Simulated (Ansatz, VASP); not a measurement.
**ZnCu in VASP and in Ansatz**

```
Zn Cu
1.0
     1.48804   -2.12128    0.00000
     1.48804    2.12128    0.00000
     0.00000    0.00000    4.14075
Zn Cu
1 1
Direct
  0.50000 0.50000 0.50000
  0.00000 0.00000 0.00000
```

Alike in both runs: task single point; functional LDA; k mesh 16 × 16 × 9; occupations fermi-dirac, width 0.05 eV; no spin polarisation.

|  | VASP | Ansatz |
| --- | --- | --- |
| version | VASP 6.6.1 | Ansatz 0.2.0 |
| potentials or method | VASP PAW LDA potentials, release 64 (Zn, Cu), cutoff 520 eV | all-electron LAPW, scalar-relativistic |

Ansatz gave:

| Quantity | Value |
| --- | --- |
| pressure (GPa) | -11.4 |
| traceless stress, the component that is largest in VASP (GPa) | 1.24 |

**Question.** Estimate VASP's values.

**Answer.** Pressure (GPa): -10.8; traceless stress, the component that is largest in VASP (GPa): 1.26.

LDA's correlation is that of Perdew and Zunger in VASP and of Perdew and Wang (1992) in Ansatz. Ansatz ran all-electron here, and VASP with PAW potentials.
